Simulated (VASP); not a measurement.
# TiC (I4mm) in VASP: a series of runs

Runs on TiC. Level: PBEsol. Tasks: single point.

All numbers are computed with VASP 6.6.1; they aren't measurements. Logs are shortened: lines on timing, memory, paths and dates and some standing lists are left out, and cuts for length are marked.

## Step 1: The cell of the first run

The structure is tetragonal, space group I4mm (No. 107). The conventional cell has a = 3.036 Å, b = 3.036 Å, c = 4.293 Å, α = 90.00°, β = 90.00°, γ = 90.00°. Within 2.2 Å of Ti (site symmetry 4mm) lie 1 C at 1.65 Å. Within 2.2 Å of C (site symmetry 4mm) lie 1 Ti at 1.65 Å.

## Step 2: Single point, PBEsol (all C atoms moved -0.500 Å, as atom 2 along Cartesian [0 0 1])

The input, INCAR:

```
SYSTEM = TiC
ALGO = Normal ; EDIFF = 1E-6
ENCUT = 520 ; GGA = PS
ISIF = 2 ; ISMEAR = 0
LASPH = .TRUE. ; LCHARG = .TRUE.
LELF = .TRUE. ; LREAL = .FALSE.
LVHAR = .TRUE. ; LWAVE = .FALSE.
NBANDS = 15 ; NELM = 80
PREC = Accurate ; SIGMA = 0.15
```

The input, KPOINTS:

```
k-points
0
G
  24 24 24
  0 0 0
```

The input, POSCAR:

```
TiC
1.0
    0.0000000000      2.1466854677      2.1466854677
    2.1466854677      0.0000000000      2.1466854677
    2.1466854677      2.1466854677      0.0000000000
Ti C
1 1
Direct
    0.0000000000      0.0000000000      0.0000000000
    0.3835413926      0.3835413926      0.6164586074
```

Potentials or basis: VASP PAW PBE potentials, release 64 (Ti_sv, C).

Started as:

```sh
$ cat potpaw_PBE.64/Ti_sv/POTCAR potpaw_PBE.64/C/POTCAR > POTCAR
$ mpirun -np 1 vasp_std > vasp.out
```

OUTCAR:

```text
SYSTEM = TiC
   EDIFF = 1E-6
   ENCUT = 520
   GGA = PS
   ISIF = 2
   ISMEAR = 0
   LASPH = .TRUE.
   LREAL = .FALSE.
   NELM = 80
   PREC = Accurate

 ion  position               nearest neighbor table
   1  0.000  0.000  0.000-   2 1.65   2 2.20   2 2.20   2 2.20   2 2.20
   2  0.384  0.384  0.616-   1 1.65   1 2.20   1 2.20   1 2.20   1 2.20

  LATTYP: Found a face centered cubic cell.
 ALAT       =     4.2933709354

  Lattice vectors:

 A1 = (   0.0000000000,   2.1466854677,   2.1466854677)
 A2 = (   2.1466854677,   0.0000000000,   2.1466854677)
 A3 = (   2.1466854677,   2.1466854677,   0.0000000000)

Analysis of symmetry for initial positions (statically):
=====================================================================
 Subroutine PRICEL returns:
 Original cell was already a primitive cell.

 Routine SETGRP: Setting up the symmetry group for a
 face centered cubic supercell.

 Subroutine GETGRP returns: Found  8 space group operations
 (whereof  8 operations were pure point group operations)
 out of a pool of 48 trial point group operations.

The static configuration has the point symmetry C_4v.

Analysis of symmetry for dynamics (positions and initial velocities):
=====================================================================
 Subroutine PRICEL returns:
 Original cell was already a primitive cell.

 Routine SETGRP: Setting up the symmetry group for a
 face centered cubic supercell.

 Subroutine GETGRP returns: Found  8 space group operations
 (whereof  8 operations were pure point group operations)
 out of a pool of 48 trial point group operations.

The dynamic configuration has the point symmetry C_4v.

 Subroutine INISYM returns: Found  8 space group operations
 (whereof  8 operations are pure point group operations),
 and found     1 'primitive' translations

----------------------------------------------------------------------------------------

                                     Primitive cell

  volume of cell :      19.7850

  direct lattice vectors                    reciprocal lattice vectors
     0.000000000  2.146685468  2.146685468    -0.232917215  0.232917215  0.232917215
     2.146685468  0.000000000  2.146685468     0.232917215 -0.232917215  0.232917215
     2.146685468  2.146685468  0.000000000     0.232917215  0.232917215 -0.232917215

  length of vectors
     3.035871703  3.035871703  3.035871703     0.403424450  0.403424450  0.403424450

  position of ions in fractional coordinates (direct lattice)
     0.000000000  0.000000000  0.000000000
     0.383541393  0.383541393  0.616458607

  ion indices of the primitive-cell ions
   primitive index   ion index
                 1           1
                 2           2

----------------------------------------------------------------------------------------

 KPOINTS: k-points

Automatic generation of k-mesh.
 Grid dimensions read from file:
 generate k-points for:   24   24   24

 Generating k-lattice:

  Cartesian coordinates                     Fractional coordinates (reciprocal lattice)
    -0.009704884  0.009704884  0.009704884     0.041666667  0.000000000  0.000000000
     0.009704884 -0.009704884  0.009704884     0.000000000  0.041666667  0.000000000
     0.009704884  0.009704884 -0.009704884     0.000000000  0.000000000  0.041666667

  Length of vectors
     0.016809352  0.016809352  0.016809352

  Shift w.r.t. Gamma in fractional coordinates (k-lattice)
     0.000000000  0.000000000  0.000000000

 Subroutine IBZKPT returns following result:
 ===========================================

 Found   1063 irreducible k-points:

 Following reciprocal coordinates:
            Coordinates               Weight
  0.000000  0.000000  0.000000      1.000000
  0.041667  0.000000  0.000000      8.000000
  0.083333  0.000000  0.000000      8.000000
  0.125000  0.000000  0.000000      8.000000
  0.166667  0.000000  0.000000      8.000000
  0.208333  0.000000  0.000000      8.000000
[... 16 lines left out ...]
  0.000000  0.208333  0.041667     16.000000
  0.250000  0.041667  0.000000      8.000000
 [... further k-points ...]
   k-points           NKPTS =   1063   k-points in BZ     NKDIM =   1063   number of bands    NBANDS=     15
   number of dos      NEDOS =    301   number of ions     NIONS =      2
   total plane-waves  NPLWV =  13824
   dimension x,y,z NGX =    24 NGY =   24 NGZ =   24
   dimension x,y,z NGXF=    48 NGYF=   48 NGZF=   48
   ions per type =               1   1
   NGX,Y,Z   is equivalent  to a cutoff of  13.14, 13.14, 13.14 a.u.
   NGXF,Y,Z  is equivalent  to a cutoff of  26.29, 26.29, 26.29 a.u.
 SYSTEM =  TiC
   PREC   = accura    normal or accurate (medium, high low for compatibility)
   ISTART =      0    job   : 0-new  1-cont  2-samecut
   ICHARG =      2    charge: 1-file 2-atom 10-const
   ISPIN  =      1    spin polarized calculation?
   LNONCOLLINEAR =      F non collinear calculations
   LSORBIT =      F    spin-orbit coupling
   LASPH  =      T    aspherical Exc in radial PAW
   ENCUT  =  520.0 eV  38.22 Ry    6.18 a.u.   5.64  5.64  5.64*2*pi/ulx,y,z
   NELM   =     80;   NELMIN=  2; NELMDL= -5     # of ELM steps
   EDIFF  = 0.1E-05   stopping-criterion for ELM
   LREAL  =      F    real-space projection
   EDIFFG = 0.1E-04   stopping-criterion for IOM
   NSW    =      0    number of steps for IOM
   IBRION =     -1    ionic relax: 0-MD 1-quasi-New 2-CG
   NFREE  =      0    steps in history (QN), initial steepest desc. (CG)
   ISIF   =      2    stress and relaxation
   ISYM   =      2    0-nonsym 1-usesym 2-fastsym
   POTIM  = 0.5000    time-step for ionic-motion
   TEBEG  =    0.0;   TEEND  =   0.0 temperature during run
   PSTRESS=    0.0 pullay stress
   NELECT =      16.0000    total number of electrons
   NUPDOWN=      -1.0000    fix difference up-down
   EMIN   =  10.00;   EMAX   =-10.00  energy-range for DOS
   EFERMI =   0.00;   METHOD = LEGACY
   ISMEAR =     0;   SIGMA  =   0.15  broadening in eV -4-tet -1-fermi 0-gaus
   EFERMI_NEDOS =   21; number of points for ismear=-14 and -15
   IALGO  =     38    algorithm
   IMIX   =      4    mixing-type and parameters
     AMIX     =   0.40;   BMIX     =  1.00
     AMIX_MAG =   1.60;   BMIX_MAG =  1.00
  volume/ion in A,a.u.               =       9.89        66.76
  Fermi-wavevector in a.u.,A,eV,Ry     =   1.525234  2.882274 31.651750  2.326338
  Thomas-Fermi vector in A             =   2.633432
   LORBIT       =      0    0 simple, 1 ext, 2 COOP (PROOUT), +10 PAW based schemes
   GGA     = PS    functional components
   LHFCALC =     F    Hartree Fock is set to
   AEXX    =    0.0000 exact exchange contribution
   IVDW    =     0    specifies the selected vdW correction
   LEPSILON=     F    determine dielectric tensor
   LRPA    =     F    only Hartree local field effects (RPA)
 non-spin polarized calculation
 Gauss-broadening in eV      SIGMA  =   0.15
  energy-cutoff  :      520.00
  volume of cell :       19.78
 maximum number of plane-waves:       547
   NGX = 11   NGY = 11   NGZ = 11

 number of electron      16.0000003 magnetization

 Free energy of the ion-electron system (eV)
  ---------------------------------------------------
  ext. energy  EPLUGINS =         0.00000000
  ---------------------------------------------------
  free energy    TOTEN  =       -18.03378573 eV

  energy without entropy =      -18.03164613  energy(sigma->0) =      -18.03271593

 E-fermi :   9.3713     XC(G=0): -12.8644

 val. band max:        9.3546352893   @ k =   0.3333   0.1667   0.5000
 cond. band min:       9.3810075336   @ k =   0.4167   0.1250  -0.4167
 fundamental gap:      0.0263722442
 Fermi energy:         9.3712671879

 k-point     1 :       0.0000    0.0000    0.0000
  band No.  band energies     occupation
      1     -46.4479      2.00000
      2     -22.7730      2.00000
      3     -22.5584      2.00000
      4     -22.5584      2.00000
      5      -2.6104      2.00000
      6       7.8031      2.00000
      7       7.8031      2.00000
      8       8.0384      2.00000
      9      10.4596      0.00000
     10      11.5953      0.00000
     11      14.6161      0.00000
     12      14.6161      0.00000
     13      16.7659      0.00000
     14      19.6448      0.00000
     15      22.7833      0.00000

 k-point     2 :       0.0417    0.0000    0.0000
  band No.  band energies     occupation
      1     -46.4465      2.00000
      2     -22.7778      2.00000
      3     -22.5653      2.00000
      4     -22.5596      2.00000
      5      -2.5692      2.00000
      6       7.6578      2.00000
      7       7.7986      2.00000
      8       8.1274      2.00000
      9      10.4611      0.00000
     10      11.5450      0.00000
     11      14.4961      0.00000
     12      14.7195      0.00000
     13      16.8756      0.00000
     14      19.7226      0.00000
     15      22.8369      0.00000

 k-point     3 :       0.0833    0.0000    0.0000
  band No.  band energies     occupation
      1     -46.4421      2.00000
      2     -22.7930      2.00000
      3     -22.5844      2.00000
      4     -22.5632      2.00000
      5      -2.4469      2.00000
      6       7.3886      2.00000
      7       7.7807      2.00000
      8       8.2260      2.00000
      9      10.4705      0.00000
     10      11.4288      0.00000
     11      14.2136      0.00000
     12      14.9957      0.00000
     13      17.1381      0.00000
     14      19.9357      0.00000
     15      22.9822      0.00000
[... 343 lines left out ...]
 k-point    23 :       0.0000    0.2083    0.0417
  band No.  band energies     occupation
      1     -46.4179      2.00000
      2     -22.8922      2.00000
      3     -22.6693      2.00000
      4     -22.5828      2.00000
      5      -1.7430      2.00000
      6       6.3751      2.00000
      7       7.5033      2.00000
      8       8.3063      2.00000
      9      10.6909      0.00000
     10      11.1895      0.00000
     11      13.4297      0.00000
     12      16.1192      0.00000
     13      17.9195      0.00000
     14      20.7121      0.00000
     15      23.5930      0.00000

 k-point    24 :       0.2500    0.0417    0.0000
  band No.  band energies     occupation
      1     -46.4064      2.00000
      2     -22.9807      2.00000
      3     -22.6612      2.00000
      4     -22.6004      2.00000
      5      -1.3538      2.00000
      6       6.0725      2.00000
      7       7.5073      2.00000
      8       7.6769      2.00000
      9      10.7435      0.00000
     10      11.6199      0.00000
     11      13.6709      0.00000
     12      16.1623      0.00000
     13      17.8680      0.00000
     14      21.1676      0.00000
     15      23.5989      0.00000

 [... further k-points ...]
[... 5 lines left out ...]
  --------------------------------------------------------------------------------------
  -------------------------------------------------------------------------------------
  Total        0.2932604      0.2932604     13.4065718      0.0000000      0.0000000      0.0000000
  in kB       23.7480945     23.7480945   1085.6580951      0.0000000      0.0000000      0.0000000
  external PRESSURE =     377.7180947 kB  Pullay stress =       0.0000000 kB

 VOLUME and BASIS-vectors are now :
 -----------------------------------------------------------------------------
  energy-cutoff  :      520.00
  volume of cell :       19.78
      direct lattice vectors                 reciprocal lattice vectors
     0.000000000  2.146685468  2.146685468    -0.232917215  0.232917215  0.232917215
     2.146685468  0.000000000  2.146685468     0.232917215 -0.232917215  0.232917215
     2.146685468  2.146685468  0.000000000     0.232917215  0.232917215 -0.232917215

 POSITION                                       TOTAL-FORCE (eV/Angst)
 -----------------------------------------------------------------------------------
      0.00000      0.00000      0.00000         0.000000      0.000000     -9.552103
      2.14669      2.14669      1.64669         0.000000      0.000000      9.552103
 -----------------------------------------------------------------------------------
    total drift:                               -0.000000     -0.000000      0.000273

  FREE ENERGIE OF THE ION-ELECTRON SYSTEM (eV)
  ---------------------------------------------------
  free  energy   TOTEN  =       -18.0337857293 eV

  energy  without entropy=      -18.0316461298  energy(sigma->0) =      -18.03271593
```

It took 95 s on 1 thread of Intel Xeon 6975P-C (Granite Rapids), shared host; peak memory 0.41 GiB.

Results:

| Property | Result |
| --- | --- |
| Free energy | -18.0338 eV |
| Pressure | 37.8 GPa |
| Largest force | 9.552 eV/Å |
| Band gap on the k mesh | zero (band 8 reaches 9.55 eV, above the bottom of band 9 at 8.68 eV) |

Forces in eV/Å, atoms in the order of the input:
```
Ti   0.000  0.000 -9.552
C    0.000  0.000  9.552
```

Stress tensor (GPa, compression positive):
```
  2.37   0.00   0.00
  0.00   2.37   0.00
  0.00   0.00 108.57
```

Caveat: the cell differs from its parent crystal (all C atoms moved -0.500 Å, as atom 2 along Cartesian [0 0 1]); the PAW data sets were made with another functional, which shifts forces and pressure a little.

## Step 3: Single point, PBEsol (all C atoms moved +0.375 Å, as atom 2 along Cartesian [0 0 1])

The input, INCAR:

```
PREC = Accurate
ENCUT = 520
EDIFF = 1E-6
ISMEAR = 0
SIGMA = 0.15
LREAL = F
LASPH = T
NELM = 100
ALGO = Normal
ISIF = 2
LWAVE = F
LCHARG = F
GGA = PS
NBANDS = 15
```

The input, KPOINTS:

```
Automatic mesh
0
Gamma
  24 24 24
```

POSCAR, as its differences from that of step 2:

```diff
@@ -9,2 +9,2 @@
     0.0000000000      0.0000000000      0.0000000000
-    0.3835413926      0.3835413926      0.6164586074
+    0.5873439555      0.5873439555      0.4126560445
```

Potentials or basis: VASP PAW PBE potentials, release 64 (Ti_sv, C).

Started as:

```sh
$ cat potpaw_PBE.64/Ti_sv/POTCAR potpaw_PBE.64/C/POTCAR > POTCAR
$ mpirun -np 1 vasp_std > vasp.out
```

OUTCAR:

```text
PREC = Accurate
   ENCUT = 520
   EDIFF = 1E-6
   ISMEAR = 0
   LREAL = F
   LASPH = T
   NELM = 100
   ISIF = 2
   GGA = PS

 ion  position               nearest neighbor table
   1  0.000  0.000  0.000-   2 1.77   2 2.18   2 2.18   2 2.18   2 2.18
   2  0.587  0.587  0.413-   1 1.77   1 2.18   1 2.18   1 2.18   1 2.18

  LATTYP: Found a face centered cubic cell.
 ALAT       =     4.2933709354

  Lattice vectors:

 A1 = (   0.0000000000,   2.1466854677,   2.1466854677)
[... 607 lines left out ...]
      8       7.8970      2.00000
      9      10.8290      0.00000
     10      11.5434      0.00000
     11      13.0874      0.00000
     12      15.6621      0.00000
     13      17.2032      0.00000
     14      21.0292      0.00000
     15      23.7521      0.00000

 [... further k-points ...]
[... 5 lines left out ...]
  --------------------------------------------------------------------------------------
  -------------------------------------------------------------------------------------
  Total        0.1683507      0.1683507      7.1270117      0.0000000      0.0000000      0.0000000
  in kB       13.6329648     13.6329648    577.1421753      0.0000000      0.0000000      0.0000000
  external PRESSURE =     201.4693683 kB  Pullay stress =       0.0000000 kB

 VOLUME and BASIS-vectors are now :
 -----------------------------------------------------------------------------
  energy-cutoff  :      520.00
  volume of cell :       19.78
      direct lattice vectors                 reciprocal lattice vectors
     0.000000000  2.146685468  2.146685468    -0.232917215  0.232917215  0.232917215
     2.146685468  0.000000000  2.146685468     0.232917215 -0.232917215  0.232917215
     2.146685468  2.146685468  0.000000000     0.232917215  0.232917215 -0.232917215

 POSITION                                       TOTAL-FORCE (eV/Angst)
 -----------------------------------------------------------------------------------
      0.00000      0.00000      0.00000         0.000000      0.000000      5.489129
      2.14669      2.14669      2.52169         0.000000      0.000000     -5.489129
 -----------------------------------------------------------------------------------
    total drift:                                0.000000      0.000000      0.000596

  FREE ENERGIE OF THE ION-ELECTRON SYSTEM (eV)
  ---------------------------------------------------
  free  energy   TOTEN  =       -18.9536337829 eV

  energy  without entropy=      -18.9516760394  energy(sigma->0) =      -18.95265491
```

It took 1.9 min on 1 thread of Intel Xeon 6975P-C (Granite Rapids), shared host; peak memory 0.41 GiB.

Results:

| Item | Value |
| --- | --- |
| Free energy | -18.9536 eV |
| Pressure | 20.1 GPa |
| Largest force | 5.489 eV/Å |
| Band gap on the k mesh | zero (band 8 reaches 9.69 eV, above the bottom of band 9 at 8.77 eV) |

Forces in eV/Å, atoms in the order of the input:
```
Ti   0.000  0.000  5.489
C    0.000  0.000 -5.489
```

Caveat: the cell differs from its parent crystal (all C atoms moved +0.375 Å, as atom 2 along Cartesian [0 0 1]); the PAW data sets were made with another functional, which shifts forces and pressure a little.

(Part 1 of 2 ends here.)
